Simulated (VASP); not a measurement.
# Co (P6_3/mmc) in VASP: notebook

Runs on Co. Level: LDA. Tasks: single point.

Program: VASP 6.6.1. These are calculated values, not measurements. Logs are shortened: lines on timing, memory, paths and dates and some standing lists are left out, and cuts for length are marked.

## Step 1: The cell of the first run

The structure is hexagonal, space group P6_3/mmc (No. 194). The conventional cell has a = 2.492 Å, b = 2.492 Å, c = 4.015 Å, α = 90.00°, β = 90.00°, γ = 120.00°. Co (site symmetry -6m2) has 12 Co at 2.47 to 2.49 Å within 3.3 Å.

## Step 2: Single point, LDA (volume scaled by 1.12)

INCAR

```
  ALGO = Normal
  EDIFF = 1E-7
  ENCUT = 520
  GGA = CA
  ISIF = 2
  ISMEAR = -1
  LASPH = T
  LCHARG = F
  LREAL = F
  LWAVE = F
  NBANDS = 16
  NELM = 80
  PREC = Accurate
  SIGMA = 0.1
```

KPOINTS

```
k-points
0
Gamma
  25 25 13
```

POSCAR

```
Co
1.0
    2.4919492053      0.0000000000      0.0000000000
   -1.2459746026      2.1580913167      0.0000000000
    0.0000000000      0.0000000000      4.0145127864
Co
2
Direct
    0.3333333333      0.6666666667      0.2500000000
    0.6666666667      0.3333333333      0.7500000000
```

Potentials or basis: VASP PAW LDA potentials, release 64 (Co).

The run is started by

```sh
$ cat potpaw_LDA.64/Co/POTCAR > POTCAR
$ mpirun -np 1 vasp_std > vasp.out
```

OUTCAR:

```text
EDIFF = 1E-7
   ENCUT = 520
   GGA = CA
   ISIF = 2
   ISMEAR = -1
   LASPH = T
   LREAL = F
   NELM = 80
   PREC = Accurate

 ion  position               nearest neighbor table
   1  0.333  0.667  0.250-   2 2.47   2 2.47   2 2.47   2 2.47   2 2.47   2 2.47
   2  0.667  0.333  0.750-   1 2.47   1 2.47   1 2.47   1 2.47   1 2.47   1 2.47

  LATTYP: Found a hexagonal cell.
 ALAT       =     2.4919492053
 C/A-ratio  =     1.6109930242

  Lattice vectors:

 A1 = (   2.4919492053,   0.0000000000,   0.0000000000)
 A2 = (  -1.2459746026,   2.1580913167,   0.0000000000)
 A3 = (   0.0000000000,   0.0000000000,   4.0145127864)

Analysis of symmetry for initial positions (statically):
=====================================================================
 Subroutine PRICEL returns:
 Original cell was already a primitive cell.

 Routine SETGRP: Setting up the symmetry group for a
 hexagonal supercell.

 Subroutine GETGRP returns: Found 24 space group operations
 (whereof 12 operations were pure point group operations)
 out of a pool of 24 trial point group operations.

The static configuration has the point symmetry D_3d.
 The point group associated with its full space group is D_6h.

Analysis of symmetry for dynamics (positions and initial velocities):
=====================================================================
 Subroutine PRICEL returns:
 Original cell was already a primitive cell.

 Routine SETGRP: Setting up the symmetry group for a
 hexagonal supercell.

 Subroutine GETGRP returns: Found 24 space group operations
 (whereof 12 operations were pure point group operations)
 out of a pool of 24 trial point group operations.

The dynamic configuration has the point symmetry D_3d.
 The point group associated with its full space group is D_6h.

 Subroutine INISYM returns: Found 24 space group operations
 (whereof 12 operations are pure point group operations),
 and found     1 'primitive' translations

----------------------------------------------------------------------------------------

                                     Primitive cell

  volume of cell :      21.5895

  direct lattice vectors                    reciprocal lattice vectors
     2.491949205  0.000000000  0.000000000     0.401292289  0.231686211  0.000000000
    -1.245974603  2.158091317  0.000000000     0.000000000  0.463372422  0.000000000
     0.000000000  0.000000000  4.014512786     0.000000000  0.000000000  0.249096230

  length of vectors
     2.491949205  2.491949205  4.014512786     0.463372422  0.463372422  0.249096230

  position of ions in fractional coordinates (direct lattice)
     0.333333333  0.666666667  0.250000000
     0.666666667  0.333333333  0.750000000

  ion indices of the primitive-cell ions
   primitive index   ion index
                 1           1
                 2           2

----------------------------------------------------------------------------------------

 KPOINTS: k-points

Automatic generation of k-mesh.
 Grid dimensions read from file:
 generate k-points for:   25   25   13

 Generating k-lattice:

  Cartesian coordinates                     Fractional coordinates (reciprocal lattice)
     0.016051692  0.009267448  0.000000000     0.040000000  0.000000000  0.000000000
     0.000000000  0.018534897  0.000000000     0.000000000  0.040000000  0.000000000
     0.000000000  0.000000000  0.019161248     0.000000000  0.000000000  0.076923077

  Length of vectors
     0.018534897  0.018534897  0.019161248

  Shift w.r.t. Gamma in fractional coordinates (k-lattice)
     0.000000000  0.000000000  0.000000000

 Subroutine IBZKPT returns following result:
 ===========================================

 Found    455 irreducible k-points:

 Following reciprocal coordinates:
            Coordinates               Weight
  0.000000  0.000000  0.000000      1.000000
  0.040000  0.000000  0.000000      6.000000
  0.080000  0.000000  0.000000      6.000000
  0.120000  0.000000  0.000000      6.000000
  0.160000  0.000000  0.000000      6.000000
  0.200000  0.000000  0.000000      6.000000
[... 16 lines left out ...]
  0.400000  0.040000  0.000000     12.000000
  0.440000  0.040000  0.000000     12.000000
 [... further k-points ...]
   k-points           NKPTS =    455   k-points in BZ     NKDIM =    455   number of bands    NBANDS=     16
   number of dos      NEDOS =    301   number of ions     NIONS =      2
   total plane-waves  NPLWV =  12000
   dimension x,y,z NGX =    20 NGY =   20 NGZ =   30
   dimension x,y,z NGXF=    40 NGYF=   40 NGZF=   60
   ions per type =               2
   NGX,Y,Z   is equivalent  to a cutoff of  13.34, 13.34, 12.42 a.u.
   NGXF,Y,Z  is equivalent  to a cutoff of  26.69, 26.69, 24.85 a.u.
 SYSTEM =  unknown system
   PREC   = accura    normal or accurate (medium, high low for compatibility)
   ISTART =      0    job   : 0-new  1-cont  2-samecut
   ICHARG =      2    charge: 1-file 2-atom 10-const
   ISPIN  =      1    spin polarized calculation?
   LNONCOLLINEAR =      F non collinear calculations
   LSORBIT =      F    spin-orbit coupling
   LASPH  =      T    aspherical Exc in radial PAW
   ENCUT  =  520.0 eV  38.22 Ry    6.18 a.u.   4.63  4.63  7.46*2*pi/ulx,y,z
   NELM   =     80;   NELMIN=  2; NELMDL= -5     # of ELM steps
   EDIFF  = 0.1E-06   stopping-criterion for ELM
   LREAL  =      F    real-space projection
   EDIFFG = 0.1E-05   stopping-criterion for IOM
   NSW    =      0    number of steps for IOM
   IBRION =     -1    ionic relax: 0-MD 1-quasi-New 2-CG
   NFREE  =      0    steps in history (QN), initial steepest desc. (CG)
   ISIF   =      2    stress and relaxation
   ISYM   =      2    0-nonsym 1-usesym 2-fastsym
   POTIM  = 0.5000    time-step for ionic-motion
   TEBEG  =    0.0;   TEEND  =   0.0 temperature during run
   PSTRESS=    0.0 pullay stress
   NELECT =      18.0000    total number of electrons
   NUPDOWN=      -1.0000    fix difference up-down
   EMIN   =  10.00;   EMAX   =-10.00  energy-range for DOS
   EFERMI =   0.00;   METHOD = LEGACY
   ISMEAR =    -1;   SIGMA  =   0.10  broadening in eV -4-tet -1-fermi 0-gaus
   EFERMI_NEDOS =   21; number of points for ismear=-14 and -15
   IALGO  =     38    algorithm
   IMIX   =      4    mixing-type and parameters
     AMIX     =   0.40;   BMIX     =  1.00
     AMIX_MAG =   1.60;   BMIX_MAG =  1.00
  volume/ion in A,a.u.               =      10.79        72.85
  Fermi-wavevector in a.u.,A,eV,Ry     =   1.540819  2.911726 32.301921  2.374124
  Thomas-Fermi vector in A             =   2.646853
   LORBIT       =      0    0 simple, 1 ext, 2 COOP (PROOUT), +10 PAW based schemes
   GGA     = CA    functional components
   LHFCALC =     F    Hartree Fock is set to
   AEXX    =    0.0000 exact exchange contribution
   IVDW    =     0    specifies the selected vdW correction
   LEPSILON=     F    determine dielectric tensor
   LRPA    =     F    only Hartree local field effects (RPA)
 non-spin polarized calculation
  energy-cutoff  :      520.00
  volume of cell :       21.59
 maximum number of plane-waves:       597
 NGX is ok and might be reduce to    20
   NGX =  9   NGY =  9   NGZ = 15

 number of electron      17.9999994 magnetization

 Free energy of the ion-electron system (eV)
  ---------------------------------------------------
  ext. energy  EPLUGINS =         0.00000000
  ---------------------------------------------------
  free energy    TOTEN  =       -15.93644369 eV

  energy without entropy =      -15.74799803  energy(sigma->0) =      -15.84222086

 E-fermi :   9.9342     XC(G=0): -13.7822

 val. band max:        9.9338837434   @ k =   0.3600   0.0400   0.3077
 cond. band min:       9.9344489150   @ k =   0.2000   0.1600   0.3077
 fundamental gap:      0.0005651716
 Fermi energy:         9.9342470098

 k-point     1 :       0.0000    0.0000    0.0000
  band No.  band energies     occupation
      1       1.1213      2.00000
      2       5.3017      2.00000
      3       8.1340      2.00000
      4       8.1613      2.00000
      5       8.1613      2.00000
      6       8.5045      2.00000
[... 8 lines left out ...]
     15      34.6189      0.00000
     16      34.6190      0.00000

 k-point     2 :       0.0400    0.0000    0.0000
  band No.  band energies     occupation
      1       1.1778      2.00000
      2       5.3383      2.00000
      3       8.0372      2.00000
      4       8.1891      2.00000
      5       8.2490      2.00000
      6       8.4894      2.00000
[... 8 lines left out ...]
     15      33.4404      0.00000
     16      33.8205      0.00000

 k-point     3 :       0.0800    0.0000    0.0000
  band No.  band energies     occupation
      1       1.3462      2.00000
      2       5.4442      2.00000
      3       7.9115      2.00000
      4       8.2714      2.00000
      5       8.3440      2.00000
      6       8.4534      2.00000
[... 8 lines left out ...]
     15      32.5708      0.00000
     16      32.6267      0.00000

 k-point     4 :       0.1200    0.0000    0.0000
  band No.  band energies     occupation
      1       1.6226      2.00000
      2       5.6083      2.00000
      3       7.7685      2.00000
      4       8.2830      2.00000
      5       8.3486      2.00000
      6       8.4050      2.00000
[... 8 lines left out ...]
     15      31.4423      0.00000
     16      32.1048      0.00000

 k-point     5 :       0.1600    0.0000    0.0000
  band No.  band energies     occupation
      1       2.0003      2.00000
      2       5.8088      2.00000
      3       7.6180      2.00000
      4       7.8591      2.00000
      5       8.2716      2.00000
      6       8.5845      2.00000
[... 8 lines left out ...]
     15      30.3114      0.00000
     16      31.7103      0.00000

 k-point     6 :       0.2000    0.0000    0.0000
  band No.  band energies     occupation
      1       2.4682      2.00000
      2       6.0101      2.00000
      3       7.4710      2.00000
      4       7.4803      2.00000
      5       8.1941      2.00000
      6       8.5044      2.00000
[... 8 lines left out ...]
     15      29.2492      0.00000
     16      31.2756      0.00000

 k-point     7 :       0.2400    0.0000    0.0000
  band No.  band energies     occupation
      1       3.0098      2.00000
      2       6.1611      2.00000
      3       7.1295      2.00000
      4       7.3845      2.00000
      5       8.1449      2.00000
      6       8.3949      2.00000
[... 8 lines left out ...]
     15      28.2676      0.00000
     16      30.6172      0.00000

 k-point     8 :       0.2800    0.0000    0.0000
  band No.  band energies     occupation
      1       3.5991      2.00000
      2       6.2167      2.00000
      3       6.8370      2.00000
      4       7.3522      2.00000
      5       8.1505      2.00000
      6       8.2896      2.00000
[... 8 lines left out ...]
     15      27.3789      0.00000
     16      29.1121      0.00000

 k-point     9 :       0.3200    0.0000    0.0000
  band No.  band energies     occupation
      1       4.1966      2.00000
      2       6.1800      2.00000
      3       6.5942      2.00000
      4       7.3772      2.00000
      5       8.1937      2.00000
      6       8.2185      2.00000
[... 8 lines left out ...]
     15      26.5974      0.00000
     16      27.6824      0.00000
[... 172 lines left out ...]
 k-point    19 :       0.2400    0.0400    0.0000
  band No.  band energies     occupation
      1       3.3376      2.00000
      2       6.2254      2.00000
      3       6.9687      2.00000
      4       7.3288      2.00000
      5       8.1445      2.00000
      6       8.2910      2.00000
[... 8 lines left out ...]
     15      27.1926      0.00000
     16      29.8769      0.00000

 k-point    20 :       0.2800    0.0400    0.0000
  band No.  band energies     occupation
      1       3.9357      2.00000
      2       6.2308      2.00000
      3       6.7061      2.00000
      4       7.3255      2.00000
      5       8.1818      2.00000
      6       8.1966      2.00000
[... 8 lines left out ...]
     15      26.4238      0.00000
     16      28.4132      0.00000

 k-point    21 :       0.3200    0.0400    0.0000
  band No.  band energies     occupation
      1       4.5161      2.00000
      2       6.1628      2.00000
      3       6.4918      2.00000
      4       7.3746      2.00000
      5       8.1156      2.00000
      6       8.2719      2.00000
[... 8 lines left out ...]
     15      25.7470      0.00000
     16      27.0258      0.00000

 k-point    22 :       0.3600    0.0400    0.0000
  band No.  band energies     occupation
      1       5.0168      2.00000
      2       6.0666      2.00000
      3       6.3258      2.00000
      4       7.4743      2.00000
      5       8.0509      2.00000
      6       8.2972      2.00000
[... 8 lines left out ...]
     15      25.1794      0.00000
     16      25.7272      0.00000

 k-point    23 :       0.4000    0.0400    0.0000
  band No.  band energies     occupation
      1       5.3851      2.00000
      2       5.9702      2.00000
      3       6.2076      2.00000
      4       7.6177      2.00000
      5       8.0044      2.00000
      6       8.2358      2.00000
[... 8 lines left out ...]
     15      24.5491      0.00000
     16      24.7237      0.00000

 k-point    24 :       0.4400    0.0400    0.0000
  band No.  band energies     occupation
      1       5.6136      2.00000
      2       5.8835      2.00000
      3       6.1369      2.00000
      4       7.7540      2.00000
      5       7.9766      2.00000
      6       8.1966      2.00000
[... 8 lines left out ...]
     15      23.5931      0.00000
     16      24.3305      0.00000

 [... further k-points ...]

------------------------ aborting loop because EDIFF is reached ----------------------------------------

  FORCE on cell =-STRESS in cart. coord.  units (eV):
  Direction    XX          YY          ZZ          XY          YZ          ZX
  --------------------------------------------------------------------------------------
  -------------------------------------------------------------------------------------
  Total       -3.6126757     -3.6126757     -3.7148822     -0.0000000      0.0000000     -0.0000000
  in kB     -268.1005559   -268.1005559   -275.6854120     -0.0000000      0.0000000     -0.0000000
  external PRESSURE =    -270.6288413 kB  Pullay stress =       0.0000000 kB

 VOLUME and BASIS-vectors are now :
 -----------------------------------------------------------------------------
  energy-cutoff  :      520.00
  volume of cell :       21.59
      direct lattice vectors                 reciprocal lattice vectors
     2.491949205  0.000000000  0.000000000     0.401292289  0.231686211  0.000000000
    -1.245974603  2.158091317  0.000000000     0.000000000  0.463372422  0.000000000
     0.000000000  0.000000000  4.014512786     0.000000000  0.000000000  0.249096230

 POSITION                                       TOTAL-FORCE (eV/Angst)
 -----------------------------------------------------------------------------------
     -0.00000      1.43873      1.00363        -0.000000      0.000000      0.000000
      1.24597      0.71936      3.01088         0.000000      0.000000      0.000000
 -----------------------------------------------------------------------------------
    total drift:                                0.000000     -0.000000     -0.000000

  FREE ENERGIE OF THE ION-ELECTRON SYSTEM (eV)
  ---------------------------------------------------
  free  energy   TOTEN  =       -15.9364436907 eV

  energy  without entropy=      -15.7479980347  energy(sigma->0) =      -15.84222086
```

Run time: 86 s. Hardware: 1 thread of AMD EPYC 7R13 (Zen 3), shared host; peak memory 0.2 GiB.

What came out:

```
Free energy            : -15.9364 eV
Pressure               : -27.1 GPa
Band gap on the k mesh : zero (band 9 reaches 10.29 eV, above the bottom of band 10 at 8.84 eV)
```

Stress tensor (GPa, compression positive):
```
-26.81   0.00   0.00
  0.00 -26.81   0.00
  0.00   0.00 -27.57
```

Caveat: the run has no spin polarisation, though such a crystal can be magnetic.

(Continued in part 2 of 2.)
